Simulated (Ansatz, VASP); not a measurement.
# One calculation of Al2O3, two programs

```
Al O
1.0
     2.36427    1.36501    4.30279
    -2.36427    1.36501    4.30279
     0.00000   -2.73003    4.30279
Al O
4 6
Direct
  0.85216 0.85216 0.85216
  0.64784 0.64784 0.64784
  0.14784 0.14784 0.14784
  0.35216 0.35216 0.35216
  0.05668 0.75000 0.44332
  0.75000 0.44332 0.05668
  0.44332 0.05668 0.75000
  0.94332 0.25000 0.55668
  0.25000 0.55668 0.94332
  0.55668 0.94332 0.25000
```

Alike in both runs: task single point; functional BLYP; dispersion D3(BJ); k mesh 7 × 7 × 7; occupations fermi-dirac, width 0.05 eV; no spin polarisation.

|  | VASP | Ansatz |
| --- | --- | --- |
| version | VASP 6.6.1 | Ansatz 0.2.0 |
| potentials or method | VASP PAW PBE potentials, release 64 (Al, O) | Ansatz PAW |
| plane-wave cutoff (eV) | 520 | 420 |
| valence electrons in the cell | 48 | 48 |

Ansatz gave:

| Item | Value |
| --- | --- |
| gap on the k mesh at the Fermi level (eV) | 6.74 |
| least direct gap on the mesh (eV) | 6.74 |
| pressure (GPa) | 6.7 |
| traceless stress, the component that is largest in VASP (GPa) | -0.33 |
| rms of the force components (eV/Å) | 0.028 |

Problem. What did VASP give for the same quantities?

Solution. gap on the k mesh at the Fermi level (eV): 6.74; least direct gap on the mesh (eV): 6.74; pressure (GPa): 7.4; traceless stress, the component that is largest in VASP (GPa): -0.48; rms of the force components (eV/Å): 0.021.

VASP's potentials were made for PBE, not for BLYP. Atom by atom the forces differ by 0.008 eV/Å (rms over components).

Noted on Ansatz's run: Pulay correction over one GPa; odd divisions of the mesh miss points on the zone boundary, where band edges often lie, so the gap on the mesh can be too wide.
